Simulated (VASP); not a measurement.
# GaC (Fm-3m) in VASP: notebook

GaC is run at these levels: PBE; tasks: single point, relaxation of cell and atoms.

Program: VASP 6.6.1. These are calculated values, not measurements. Logs are shortened: lines on timing, memory, paths and dates and some standing lists are left out, and cuts for length are marked.

**1. The cell of the first run**

Symmetry: Fm-3m, No. 225, cubic system. The conventional cell has a = 4.396 Å, b = 4.396 Å, c = 4.396 Å, α = 90.00°, β = 90.00°, γ = 90.00°. Ga (site symmetry m-3m) has 6 C at 2.20 Å within 2.9 Å. C (site symmetry m-3m) has 6 Ga at 2.20 Å within 2.9 Å.

**2. Single point, PBE**

Input file INCAR:

```
SYSTEM = GaC
PREC = Accurate
ENCUT = 520
EDIFF = 1E-6
ISMEAR = 0
SIGMA = 0.1
LREAL = .FALSE.
LASPH = .TRUE.
NELM = 60
ALGO = Normal
ISIF = 2
LWAVE = .FALSE.
LCHARG = .FALSE.
GGA = PE
NBANDS = 16
```

Input file KPOINTS:

```
Automatic mesh
0
G
  22 22 22
  0 0 0
```

Input file POSCAR:

```
GaC
1.0
    0.0000000000      2.1980580250      2.1980580250
    2.1980580250      0.0000000000      2.1980580250
    2.1980580250      2.1980580250      0.0000000000
Ga C
1 1
Direct
    0.5000000000      0.5000000000      0.5000000000
    0.0000000000      0.0000000000      0.0000000000
```

Potentials or basis: VASP PAW PBE potentials, release 64 (Ga_d, C).

The run is started by

```console
cat potpaw_PBE.64/Ga_d/POTCAR potpaw_PBE.64/C/POTCAR > POTCAR
mpirun -np 1 vasp_std > vasp.out
```

OUTCAR:

```text
SYSTEM = GaC
   PREC = Accurate
   ENCUT = 520
   EDIFF = 1E-6
   ISMEAR = 0
   LREAL = .FALSE.
   LASPH = .TRUE.
   NELM = 60
   ISIF = 2
   GGA = PE

 ion  position               nearest neighbor table
   1  0.500  0.500  0.500-   2 2.20   2 2.20   2 2.20   2 2.20   2 2.20   2 2.20
   2  0.000  0.000  0.000-   1 2.20   1 2.20   1 2.20   1 2.20   1 2.20   1 2.20

  LATTYP: Found a face centered cubic cell.
 ALAT       =     4.3961160500

  Lattice vectors:

 A1 = (   0.0000000000,   2.1980580250,   2.1980580250)
 A2 = (   2.1980580250,   0.0000000000,   2.1980580250)
 A3 = (   2.1980580250,   2.1980580250,   0.0000000000)

Analysis of symmetry for initial positions (statically):
=====================================================================
 Subroutine PRICEL returns:
 Original cell was already a primitive cell.

 Routine SETGRP: Setting up the symmetry group for a
 face centered cubic supercell.

 Subroutine GETGRP returns: Found 48 space group operations
 (whereof 48 operations were pure point group operations)
 out of a pool of 48 trial point group operations.

The static configuration has the point symmetry O_h .

Analysis of symmetry for dynamics (positions and initial velocities):
=====================================================================
 Subroutine PRICEL returns:
 Original cell was already a primitive cell.

 Routine SETGRP: Setting up the symmetry group for a
 face centered cubic supercell.

 Subroutine GETGRP returns: Found 48 space group operations
 (whereof 48 operations were pure point group operations)
 out of a pool of 48 trial point group operations.

The dynamic configuration has the point symmetry O_h .

 Subroutine INISYM returns: Found 48 space group operations
 (whereof 48 operations are pure point group operations),
 and found     1 'primitive' translations

----------------------------------------------------------------------------------------

                                     Primitive cell

  volume of cell :      21.2397

  direct lattice vectors                    reciprocal lattice vectors
     0.000000000  2.198058025  2.198058025    -0.227473522  0.227473522  0.227473522
     2.198058025  0.000000000  2.198058025     0.227473522 -0.227473522  0.227473522
     2.198058025  2.198058025  0.000000000     0.227473522  0.227473522 -0.227473522

  length of vectors
     3.108523470  3.108523470  3.108523470     0.393995697  0.393995697  0.393995697

  position of ions in fractional coordinates (direct lattice)
     0.500000000  0.500000000  0.500000000
     0.000000000  0.000000000  0.000000000

  ion indices of the primitive-cell ions
   primitive index   ion index
                 1           1
                 2           2

----------------------------------------------------------------------------------------

 KPOINTS: Automatic mesh

Automatic generation of k-mesh.
 Grid dimensions read from file:
 generate k-points for:   22   22   22

 Generating k-lattice:

  Cartesian coordinates                     Fractional coordinates (reciprocal lattice)
    -0.010339706  0.010339706  0.010339706     0.045454545  0.000000000  0.000000000
     0.010339706 -0.010339706  0.010339706     0.000000000  0.045454545  0.000000000
     0.010339706  0.010339706 -0.010339706     0.000000000  0.000000000  0.045454545

  Length of vectors
     0.017908895  0.017908895  0.017908895

  Shift w.r.t. Gamma in fractional coordinates (k-lattice)
     0.000000000  0.000000000  0.000000000

 Subroutine IBZKPT returns following result:
 ===========================================

 Found    328 irreducible k-points:

 Following reciprocal coordinates:
            Coordinates               Weight
  0.000000  0.000000  0.000000      1.000000
  0.045455  0.000000  0.000000      8.000000
  0.090909  0.000000  0.000000      8.000000
  0.136364  0.000000  0.000000      8.000000
  0.181818  0.000000  0.000000      8.000000
  0.227273  0.000000  0.000000      8.000000
[... 16 lines left out ...]
  0.500000  0.045455  0.000000     24.000000
 -0.454545  0.045455  0.000000     24.000000
 [... further k-points ...]
   k-points           NKPTS =    328   k-points in BZ     NKDIM =    328   number of bands    NBANDS=     16
   number of dos      NEDOS =    301   number of ions     NIONS =      2
   total plane-waves  NPLWV =  13824
   dimension x,y,z NGX =    24 NGY =   24 NGZ =   24
   dimension x,y,z NGXF=    48 NGYF=   48 NGZF=   48
   ions per type =               1   1
   NGX,Y,Z   is equivalent  to a cutoff of  12.84, 12.84, 12.84 a.u.
   NGXF,Y,Z  is equivalent  to a cutoff of  25.67, 25.67, 25.67 a.u.
 SYSTEM =  GaC
   PREC   = accura    normal or accurate (medium, high low for compatibility)
   ISTART =      0    job   : 0-new  1-cont  2-samecut
   ICHARG =      2    charge: 1-file 2-atom 10-const
   ISPIN  =      1    spin polarized calculation?
   LNONCOLLINEAR =      F non collinear calculations
   LSORBIT =      F    spin-orbit coupling
   LASPH  =      T    aspherical Exc in radial PAW
   ENCUT  =  520.0 eV  38.22 Ry    6.18 a.u.   5.78  5.78  5.78*2*pi/ulx,y,z
   NELM   =     60;   NELMIN=  2; NELMDL= -5     # of ELM steps
   EDIFF  = 0.1E-05   stopping-criterion for ELM
   LREAL  =      F    real-space projection
   EDIFFG = 0.1E-04   stopping-criterion for IOM
   NSW    =      0    number of steps for IOM
   IBRION =     -1    ionic relax: 0-MD 1-quasi-New 2-CG
   NFREE  =      0    steps in history (QN), initial steepest desc. (CG)
   ISIF   =      2    stress and relaxation
   ISYM   =      2    0-nonsym 1-usesym 2-fastsym
   POTIM  = 0.5000    time-step for ionic-motion
   TEBEG  =    0.0;   TEEND  =   0.0 temperature during run
   PSTRESS=    0.0 pullay stress
   NELECT =      17.0000    total number of electrons
   NUPDOWN=      -1.0000    fix difference up-down
   EMIN   =  10.00;   EMAX   =-10.00  energy-range for DOS
   EFERMI =   0.00;   METHOD = LEGACY
   ISMEAR =     0;   SIGMA  =   0.10  broadening in eV -4-tet -1-fermi 0-gaus
   EFERMI_NEDOS =   21; number of points for ismear=-14 and -15
   IALGO  =     38    algorithm
   IMIX   =      4    mixing-type and parameters
     AMIX     =   0.40;   BMIX     =  1.00
     AMIX_MAG =   1.60;   BMIX_MAG =  1.00
  volume/ion in A,a.u.               =      10.62        71.67
  Fermi-wavevector in a.u.,A,eV,Ry     =   1.519994  2.872373 31.434669  2.310383
  Thomas-Fermi vector in A             =   2.628905
   LORBIT       =      0    0 simple, 1 ext, 2 COOP (PROOUT), +10 PAW based schemes
   GGA     = PE    functional components
   LHFCALC =     F    Hartree Fock is set to
   AEXX    =    0.0000 exact exchange contribution
   IVDW    =     0    specifies the selected vdW correction
   LEPSILON=     F    determine dielectric tensor
   LRPA    =     F    only Hartree local field effects (RPA)
 non-spin polarized calculation
 Gauss-broadening in eV      SIGMA  =   0.10
  energy-cutoff  :      520.00
  volume of cell :       21.24
 maximum number of plane-waves:       588
   NGX = 11   NGY = 11   NGZ = 11

 number of electron      17.0000000 magnetization

 Free energy of the ion-electron system (eV)
  ---------------------------------------------------
  ext. energy  EPLUGINS =         0.00000000
  ---------------------------------------------------
  free energy    TOTEN  =        -9.67885290 eV

  energy without entropy =       -9.67468762  energy(sigma->0) =       -9.67677026

 E-fermi :   7.1835     XC(G=0): -12.4838

 val. band max:        7.1807693701   @ k =  -0.2273   0.2727   0.0909
 cond. band min:       7.1841635156   @ k =  -0.4545   0.1818   0.0909
 fundamental gap:      0.0033941455
 Fermi energy:         7.1835181542

 k-point     1 :       0.0000    0.0000    0.0000
  band No.  band energies     occupation
      1      -7.6952      2.00000
      2      -7.1364      2.00000
      3      -7.1364      2.00000
      4      -7.1364      2.00000
      5      -7.0930      2.00000
      6      -7.0930      2.00000
[... 8 lines left out ...]
     15      21.2470      0.00000
     16      21.2470      0.00000

 k-point     2 :       0.0455    0.0000    0.0000
  band No.  band energies     occupation
      1      -7.6528      2.00000
      2      -7.1372      2.00000
      3      -7.1344      2.00000
      4      -7.1344      2.00000
      5      -7.0950      2.00000
      6      -7.0950      2.00000
[... 8 lines left out ...]
     15      21.1661      0.00000
     16      21.3730      0.00000

 k-point     3 :       0.0909    0.0000    0.0000
  band No.  band energies     occupation
      1      -7.5273      2.00000
      2      -7.1379      2.00000
      3      -7.1310      2.00000
      4      -7.1310      2.00000
      5      -7.0985      2.00000
      6      -7.0985      2.00000
[... 8 lines left out ...]
     15      21.2151      0.00000
     16      21.3051      0.00000

 k-point     4 :       0.1364    0.0000    0.0000
  band No.  band energies     occupation
      1      -7.3351      2.00000
      2      -7.1352      2.00000
      3      -7.1352      2.00000
      4      -7.1227      2.00000
      5      -7.0943      2.00000
      6      -7.0943      2.00000
[... 8 lines left out ...]
     15      21.5435      0.00000
     16      21.5435      0.00000
[... 324 lines left out ...]
 k-point    22 :       0.4545    0.0455    0.0000
  band No.  band energies     occupation
      1      -7.2653      2.00000
      2      -7.2445      2.00000
      3      -7.2444      2.00000
      4      -6.9868      2.00000
      5      -6.9715      2.00000
      6      -4.0354      2.00000
[... 8 lines left out ...]
     15      26.9203      0.00000
     16      28.3293      0.00000

 k-point    23 :       0.5000    0.0455    0.0000
  band No.  band energies     occupation
      1      -7.2666      2.00000
      2      -7.2518      2.00000
      3      -7.2488      2.00000
      4      -6.9787      2.00000
      5      -6.9690      2.00000
      6      -3.6774      2.00000
[... 8 lines left out ...]
     15      27.9832      0.00000
     16      28.8778      0.00000

 k-point    24 :      -0.4545    0.0455    0.0000
  band No.  band energies     occupation
      1      -7.2626      2.00000
      2      -7.2531      2.00000
      3      -7.2486      2.00000
      4      -6.9770      2.00000
      5      -6.9730      2.00000
      6      -3.7583      2.00000
[... 8 lines left out ...]
     15      27.8208      0.00000
     16      28.4906      0.00000

 [... further k-points ...]

------------------------ aborting loop because EDIFF is reached ----------------------------------------

  FORCE on cell =-STRESS in cart. coord.  units (eV):
  Direction    XX          YY          ZZ          XY          YZ          ZX
  --------------------------------------------------------------------------------------
  -------------------------------------------------------------------------------------
  Total        0.0553702      0.0553702      0.0553702     -0.0000000      0.0000000     -0.0000000
  in kB        4.1767552      4.1767552      4.1767552     -0.0000000      0.0000000     -0.0000000
  external PRESSURE =       4.1767552 kB  Pullay stress =       0.0000000 kB

 VOLUME and BASIS-vectors are now :
 -----------------------------------------------------------------------------
  energy-cutoff  :      520.00
  volume of cell :       21.24
      direct lattice vectors                 reciprocal lattice vectors
     0.000000000  2.198058025  2.198058025    -0.227473522  0.227473522  0.227473522
     2.198058025  0.000000000  2.198058025     0.227473522 -0.227473522  0.227473522
     2.198058025  2.198058025  0.000000000     0.227473522  0.227473522 -0.227473522

 POSITION                                       TOTAL-FORCE (eV/Angst)
 -----------------------------------------------------------------------------------
      2.19806      2.19806      2.19806         0.000000      0.000000      0.000000
      0.00000      0.00000      0.00000        -0.000000     -0.000000     -0.000000
 -----------------------------------------------------------------------------------
    total drift:                                0.000000     -0.000000      0.000000

  FREE ENERGIE OF THE ION-ELECTRON SYSTEM (eV)
  ---------------------------------------------------
  free  energy   TOTEN  =        -9.6788529003 eV

  energy  without entropy=       -9.6746876158  energy(sigma->0) =       -9.67677026
```

It took 79 s on 1 thread of Intel Xeon Platinum 8259CL at 2.50GHz (Skylake/Cascade Lake), shared host; peak memory 0.23 GiB.

What came out:

```
Free energy            : -9.6789 eV
Pressure               : 0.4 GPa
Band gap on the k mesh : zero (an odd number of electrons rules out a gap without spin polarisation)
```

Levels at points of the mesh, in eV from the Fermi level:
| k point | band 6 | band 7 | band 8 | band 9 | band 10 | band 11 | band 12 | band 13 |
| --- | --- | --- | --- | --- | --- | --- | --- | --- |
| (0.00, 0.00, 0.00) | -14.28 | 0.70 | 0.70 | 0.70 | 5.06 | 13.07 | 13.07 | 13.07 |
| (0.50, 0.00, 0.00) | -10.88 | -7.98 | 0.94 | 0.94 | 5.79 | 7.64 | 7.64 | 9.57 |
| (0.50, 0.50, 0.00) | -8.62 | -6.49 | -2.25 | -2.25 | 0.23 | 6.81 | 13.08 | 14.32 |

**3. Relaxation of cell and atoms, PBE**

Input file INCAR:

```
SYSTEM = GaC
PREC = Accurate
ENCUT = 600
EDIFF = 1E-6
ISMEAR = 0
SIGMA = 0.1
LREAL = .False.
LASPH = .True.
NELM = 60
ALGO = Normal
ISIF = 3
LWAVE = .False.
LCHARG = .False.
GGA = PE
IBRION = 2
NSW = 100
EDIFFG = -0.01
```

Input file KPOINTS:

```
Automatic mesh
0
Gamma
  22 22 22
  0 0 0
```

Input file POSCAR:

```
GaC
1.0
    0.0000000000      2.1973798497      2.1973798497
    2.1973798497      0.0000000000      2.1973798497
    2.1973798497      2.1973798497      0.0000000000
Ga C
1 1
Direct
    0.5000000000      0.5000000000      0.5000000000
    0.0000000000      0.0000000000      0.0000000000
```

Potentials or basis: VASP PAW PBE potentials, release 64 (Ga_d, C).

The run is started by

```console
cat potpaw_PBE.64/Ga_d/POTCAR potpaw_PBE.64/C/POTCAR > POTCAR
mpirun -np 1 vasp_std > vasp.out
```

Wall time 4.7 min (1 thread of Intel Xeon Platinum 8259CL at 2.50GHz (Skylake/Cascade Lake), shared host); peak memory 0.26 GiB.

The run converged. Its results:

- Free energy: -9.6793 eV
- Relaxed volume: 10.64 Å³/atom
- Relaxed cell: a = 3.110 Å, b = 3.110 Å, c = 3.110 Å, α = 60.00°, β = 60.00°, γ = 60.00°
- Space group after relaxing (to 0.1 Å): Fm-3m (No. 225)
- Energy gained by relaxing: 0.0 meV/atom
- Ionic steps: 3
- Pressure after relaxing: 0.0 GPa
- Band gap on the k mesh: zero (an odd number of electrons rules out a gap without spin polarisation)

Final structure:
```xyz
2
Lattice="0.0000 2.1994 2.1994 2.1994 0.0000 2.1994 2.1994 2.1994 0.0000" Properties=species:S:1:pos:R:3 pbc="T T T"
Ga    2.1994    2.1994    2.1994
C     0.0000    0.0000    0.0000
```

Levels at points of the mesh, in eV from the Fermi level:
| k point | band 6 | band 7 | band 8 | band 9 | band 10 | band 11 | band 12 |
| --- | --- | --- | --- | --- | --- | --- | --- |
| (0.00, 0.00, 0.00) | -14.28 | 0.70 | 0.70 | 0.70 | 5.04 | 13.06 | 13.06 |
| (0.50, 0.00, 0.00) | -10.87 | -7.97 | 0.94 | 0.94 | 5.78 | 7.63 | 7.63 |
| (0.50, 0.50, 0.00) | -8.62 | -6.48 | -2.25 | -2.25 | 0.22 | 6.81 | 13.06 |
